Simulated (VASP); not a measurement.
# Sb (I4_1/amd) in VASP: further runs

Sb is run at these levels: PBE; tasks: single point, relaxation of cell and atoms.

Program: VASP 6.6.1. These are calculated values, not measurements. Logs are shortened: lines on timing, memory, paths and dates and some standing lists are left out, and cuts for length are marked.

## (1) The cell of the first run

Symmetry: I4_1/amd, No. 141, tetragonal system. Conventional cell: a = 4.714 Å, b = 4.714 Å, c = 2.519 Å, α = 90.00°, β = 90.00°, γ = 90.00°. Sb (site symmetry -4m2) has 10 Sb at 2.44 to 3.02 Å within 3.2 Å.

## (2) Single point, PBE

File INCAR:

```
SYSTEM = Sb
ALGO = Normal
EDIFF = 1E-6
ENCUT = 520
GGA = PE
ISIF = 2
ISMEAR = -1
LASPH = .True.
LCHARG = .True.
LELF = .True.
LREAL = .False.
LVHAR = .True.
LWAVE = .False.
NBANDS = 12
NELM = 80
PREC = Accurate
SIGMA = 0.1
```

File KPOINTS:

```
k-points
0
Gamma
  17 17 17
  0 0 0
```

File POSCAR:

```
Sb
1.0
   -2.3570803984      2.3570803984      1.2593127449
    2.3570803984     -2.3570803984      1.2593127449
    2.3570803984      2.3570803984     -1.2593127449
Sb
2
Direct
   -0.3750000000     -0.1250000000     -0.2500000000
    0.3750000000      0.1250000000      0.2500000000
```

Potentials or basis: VASP PAW PBE potentials, release 64 (Sb).

On the command line:

```console
> cat potpaw_PBE.64/Sb/POTCAR > POTCAR
> mpirun -np 1 vasp_std > vasp.out
```

OUTCAR:

```text
SYSTEM = Sb
   EDIFF = 1E-6
   ENCUT = 520
   GGA = PE
   ISIF = 2
   ISMEAR = -1
   LASPH = .True.
   LREAL = .False.
   NELM = 80
   PREC = Accurate

 ion  position               nearest neighbor table
   1  0.625  0.875  0.750-   2 2.44   2 2.44   2 2.44   2 2.44   2 3.02   2 3.02   2 3.02   2 3.02

   2  0.375  0.125  0.250-   1 2.44   1 2.44   1 2.44   1 2.44   1 3.02   1 3.02   1 3.02   1 3.02

  LATTYP: Found a body centered tetragonal cell.
 ALAT       =     4.7141607968
 C/A-ratio  =     0.5342680486

  Lattice vectors:

 A1 = (  -2.3570803984,   2.3570803984,   1.2593127449)
 A2 = (   2.3570803984,  -2.3570803984,   1.2593127449)
 A3 = (   2.3570803984,   2.3570803984,  -1.2593127449)

Analysis of symmetry for initial positions (statically):
=====================================================================
 Subroutine PRICEL returns:
 Original cell was already a primitive cell.

 Routine SETGRP: Setting up the symmetry group for a
 body centered tetragonal supercell.

 Subroutine GETGRP returns: Found 16 space group operations
 (whereof  4 operations were pure point group operations)
 out of a pool of 16 trial point group operations.

The static configuration has the point symmetry C_2h.
 The point group associated with its full space group is D_4h.

Analysis of symmetry for dynamics (positions and initial velocities):
=====================================================================
 Subroutine PRICEL returns:
 Original cell was already a primitive cell.

 Routine SETGRP: Setting up the symmetry group for a
 body centered tetragonal supercell.

 Subroutine GETGRP returns: Found 16 space group operations
 (whereof  4 operations were pure point group operations)
 out of a pool of 16 trial point group operations.

The dynamic configuration has the point symmetry C_2h.
 The point group associated with its full space group is D_4h.

 Subroutine INISYM returns: Found 16 space group operations
 (whereof  4 operations are pure point group operations),
 and found     1 'primitive' translations

----------------------------------------------------------------------------------------

                                     Primitive cell

  volume of cell :      27.9861

  direct lattice vectors                    reciprocal lattice vectors
    -2.357080398  2.357080398  1.259312745     0.000000000  0.212126833  0.397041960
     2.357080398 -2.357080398  1.259312745     0.212126833  0.000000000  0.397041960
     2.357080398  2.357080398 -1.259312745     0.212126833  0.212126833  0.000000000

  length of vectors
     3.563358612  3.563358612  3.563358612     0.450155652  0.450155652  0.299992644

  position of ions in fractional coordinates (direct lattice)
     0.625000000  0.875000000  0.750000000
     0.375000000  0.125000000  0.250000000

  ion indices of the primitive-cell ions
   primitive index   ion index
                 1           1
                 2           2

----------------------------------------------------------------------------------------

 KPOINTS: k-points

Automatic generation of k-mesh.
 Grid dimensions read from file:
 generate k-points for:   17   17   17

 Generating k-lattice:

  Cartesian coordinates                     Fractional coordinates (reciprocal lattice)
     0.000000000  0.012478049  0.023355409     0.058823529  0.000000000 -0.000000000
     0.012478049  0.000000000  0.023355409     0.000000000  0.058823529 -0.000000000
     0.012478049  0.012478049  0.000000000     0.000000000  0.000000000  0.058823529

  Length of vectors
     0.026479744  0.026479744  0.017646626

  Shift w.r.t. Gamma in fractional coordinates (k-lattice)
     0.000000000  0.000000000  0.000000000

 Subroutine IBZKPT returns following result:
 ===========================================

 Found    405 irreducible k-points:

 Following reciprocal coordinates:
            Coordinates               Weight
  0.000000  0.000000  0.000000      1.000000
  0.058824  0.000000 -0.000000      8.000000
  0.117647  0.000000  0.000000      8.000000
  0.176471 -0.000000  0.000000      8.000000
  0.235294  0.000000  0.000000      8.000000
  0.294118  0.000000  0.000000      8.000000
[... 16 lines left out ...]
 -0.176471  0.058824 -0.000000     16.000000
 -0.117647  0.058824  0.000000     16.000000
 [... further k-points ...]
   k-points           NKPTS =    405   k-points in BZ     NKDIM =    405   number of bands    NBANDS=     12
   number of dos      NEDOS =    301   number of ions     NIONS =      2
   total plane-waves  NPLWV =  21952
   dimension x,y,z NGX =    28 NGY =   28 NGZ =   28
   dimension x,y,z NGXF=    56 NGYF=   56 NGZF=   56
   ions per type =               2
   NGX,Y,Z   is equivalent  to a cutoff of  13.06, 13.06, 13.06 a.u.
   NGXF,Y,Z  is equivalent  to a cutoff of  26.13, 26.13, 26.13 a.u.
 SYSTEM =  Sb
   PREC   = accura    normal or accurate (medium, high low for compatibility)
   ISTART =      0    job   : 0-new  1-cont  2-samecut
   ICHARG =      2    charge: 1-file 2-atom 10-const
   ISPIN  =      1    spin polarized calculation?
   LNONCOLLINEAR =      F non collinear calculations
   LSORBIT =      F    spin-orbit coupling
   LASPH  =      T    aspherical Exc in radial PAW
   ENCUT  =  520.0 eV  38.22 Ry    6.18 a.u.   6.63  6.63  6.63*2*pi/ulx,y,z
   NELM   =     80;   NELMIN=  2; NELMDL= -5     # of ELM steps
   EDIFF  = 0.1E-05   stopping-criterion for ELM
   LREAL  =      F    real-space projection
[... 7 lines left out ...]
   TEBEG  =    0.0;   TEEND  =   0.0 temperature during run
   PSTRESS=    0.0 pullay stress
   NELECT =      10.0000    total number of electrons
   NUPDOWN=      -1.0000    fix difference up-down
   EMIN   =  10.00;   EMAX   =-10.00  energy-range for DOS
   EFERMI =   0.00;   METHOD = LEGACY
   ISMEAR =    -1;   SIGMA  =   0.10  broadening in eV -4-tet -1-fermi 0-gaus
   EFERMI_NEDOS =   21; number of points for ismear=-14 and -15
   IALGO  =     38    algorithm
   IMIX   =      4    mixing-type and parameters
     AMIX     =   0.40;   BMIX     =  1.00
     AMIX_MAG =   1.60;   BMIX_MAG =  1.00
  volume/ion in A,a.u.               =      13.99        94.43
  Fermi-wavevector in a.u.,A,eV,Ry     =   1.161700  2.195295 18.361704  1.349547
  Thomas-Fermi vector in A             =   2.298269
   LORBIT       =      0    0 simple, 1 ext, 2 COOP (PROOUT), +10 PAW based schemes
   GGA     = PE    functional components
   LHFCALC =     F    Hartree Fock is set to
   AEXX    =    0.0000 exact exchange contribution
   IVDW    =     0    specifies the selected vdW correction
   LEPSILON=     F    determine dielectric tensor
   LRPA    =     F    only Hartree local field effects (RPA)
 non-spin polarized calculation
  energy-cutoff  :      520.00
  volume of cell :       27.99
 maximum number of plane-waves:       781
   NGX = 13   NGY = 13   NGZ = 13

 number of electron      10.0000001 magnetization

 Free energy of the ion-electron system (eV)
  ---------------------------------------------------
  ext. energy  EPLUGINS =         0.00000000
  ---------------------------------------------------
  free energy    TOTEN  =         3.00312977 eV

  energy without entropy =        3.02908848  energy(sigma->0) =        3.01610913

 E-fermi :  20.9314     XC(G=0): -13.2851

 val. band max:       20.9304648994   @ k =  -0.3529   0.2941  -0.0000
 cond. band min:      20.9424973699   @ k =  -0.1765  -0.1765   0.1765
 fundamental gap:      0.0120324704
 Fermi energy:        20.9313754623

 k-point     1 :       0.0000    0.0000    0.0000
  band No.  band energies     occupation
      1      -0.2091      2.00000
      2      13.2671      2.00000
      3      13.2671      2.00000
      4      15.2965      2.00000
      5      19.8369      1.99996
      6      26.8566      0.00000
      7      26.8566      0.00000
      8      29.5607      0.00000
      9      30.2989      0.00000
     10      30.8062      0.00000
     11      31.0414      0.00000
     12      31.6961      0.00000

 k-point     2 :       0.0588    0.0000   -0.0000
  band No.  band energies     occupation
      1      -0.0917      2.00000
      2      13.0525      2.00000
      3      13.2822      2.00000
      4      15.7278      2.00000
      5      20.0126      1.99980
      6      26.5156      0.00000
      7      26.9805      0.00000
      8      28.4877      0.00000
      9      28.9400      0.00000
     10      29.7291      0.00000
     11      29.9906      0.00000
     12      30.4769      0.00000

 k-point     3 :       0.1176    0.0000    0.0000
  band No.  band energies     occupation
      1       0.2611      2.00000
      2      12.6962      2.00000
      3      13.3373      2.00000
      4      16.7234      2.00000
      5      20.5252      1.96613
      6      25.6118      0.00000
      7      25.8767      0.00000
      8      26.9796      0.00000
      9      27.1270      0.00000
     10      28.0764      0.00000
     11      28.8951      0.00000
     12      30.7239      0.00000

 k-point     4 :       0.1765   -0.0000    0.0000
  band No.  band energies     occupation
      1       0.8514      2.00000
      2      12.4421      2.00000
      3      13.4554      2.00000
      4      17.9775      2.00000
      5      21.3366      0.03416
      6      22.9744      0.00000
      7      24.4088      0.00000
      8      25.2767      0.00000
      9      25.7841      0.00000
     10      27.8689      0.00000
     11      28.3009      0.00000
     12      31.1591      0.00000

 k-point     5 :       0.2353    0.0000    0.0000
  band No.  band energies     occupation
      1       1.6822      2.00000
      2      12.3562      2.00000
      3      13.6585      2.00000
      4      18.7776      2.00000
      5      20.8937      1.18629
      6      22.3639      0.00000
      7      22.4972      0.00000
      8      24.1863      0.00000
      9      24.2433      0.00000
     10      27.0461      0.00000
     11      29.2016      0.00000
     12      31.5753      0.00000
[... 228 lines left out ...]
      1       1.9431      2.00000
      2      11.3690      2.00000
      3      13.5835      2.00000
      4      18.7916      2.00000
      5      21.1952      0.13343
      6      22.1185      0.00001
      7      23.2200      0.00000
      8      23.6052      0.00000
      9      24.7021      0.00000
     10      27.7314      0.00000
     11      28.9597      0.00000
     12      32.2111      0.00000

 k-point    22 :      -0.2353    0.0588    0.0000
  band No.  band energies     occupation
      1       1.0597      2.00000
      2      11.3849      2.00000
      3      13.4214      2.00000
      4      18.8362      2.00000
      5      22.0978      0.00002
      6      22.5033      0.00000
      7      23.5809      0.00000
      8      24.7652      0.00000
      9      26.2433      0.00000
     10      28.0658      0.00000
     11      28.6782      0.00000
     12      31.7644      0.00000

 k-point    23 :      -0.1765    0.0588   -0.0000
  band No.  band energies     occupation
      1       0.4169      2.00000
      2      11.5949      2.00000
      3      13.3615      2.00000
      4      17.6179      2.00000
      5      21.2193      0.10634
      6      24.5446      0.00000
      7      25.2197      0.00000
      8      26.6111      0.00000
      9      27.0266      0.00000
     10      28.4492      0.00000
     11      29.6530      0.00000
     12      31.3750      0.00000

 k-point    24 :      -0.1176    0.0588    0.0000
  band No.  band energies     occupation
      1       0.0120      2.00000
      2      11.9866      2.00000
      3      13.3606      2.00000
      4      16.5756      2.00000
      5      20.5008      1.97337
      6      25.5634      0.00000
      7      26.6556      0.00000
      8      27.9319      0.00000
      9      28.5708      0.00000
     10      30.1730      0.00000
     11      30.5722      0.00000
     12      31.2230      0.00000

 [... further k-points ...]

------------------------ aborting loop because EDIFF is reached ----------------------------------------

  FORCE on cell =-STRESS in cart. coord.  units (eV):
  Direction    XX          YY          ZZ          XY          YZ          ZX
  --------------------------------------------------------------------------------------
  -------------------------------------------------------------------------------------
  Total       39.2798482     39.2798482     39.4690964      0.0000000     -0.0000000     -0.0000000
  in kB     2248.7335589   2248.7335589   2259.5678343      0.0000000     -0.0000000     -0.0000000
  external PRESSURE =    2252.3449840 kB  Pullay stress =       0.0000000 kB

 VOLUME and BASIS-vectors are now :
 -----------------------------------------------------------------------------
  energy-cutoff  :      520.00
  volume of cell :       27.99
      direct lattice vectors                 reciprocal lattice vectors
    -2.357080398  2.357080398  1.259312745     0.000000000  0.212126833  0.397041960
     2.357080398 -2.357080398  1.259312745     0.212126833  0.000000000  0.397041960
     2.357080398  2.357080398 -1.259312745     0.212126833  0.212126833  0.000000000

 POSITION                                       TOTAL-FORCE (eV/Angst)
 -----------------------------------------------------------------------------------
      2.35708      1.17854      0.94448        -0.000000     -0.000000      0.000000
      0.00000      1.17854      0.31483         0.000000      0.000000     -0.000000
 -----------------------------------------------------------------------------------
    total drift:                               -0.000000      0.000000     -0.000000

  FREE ENERGIE OF THE ION-ELECTRON SYSTEM (eV)
  ---------------------------------------------------
  free  energy   TOTEN  =         3.0031297732 eV

  energy  without entropy=        3.0290884790  energy(sigma->0) =        3.01610913
```

It took 3 min on 1 thread of Intel Xeon 8259CL, shared host; peak memory 0.25 GiB.

What came out:

* Free energy: 3.0031 eV
* Pressure: 225.2 GPa
* Band gap on the k mesh: zero (bands 5 and 6 overlap by 6.77 eV)

Caveat: the cell stands under pressure; spin-orbit coupling is left out, which moves the levels of the heavy elements.

(Continued in part 2 of 2.)
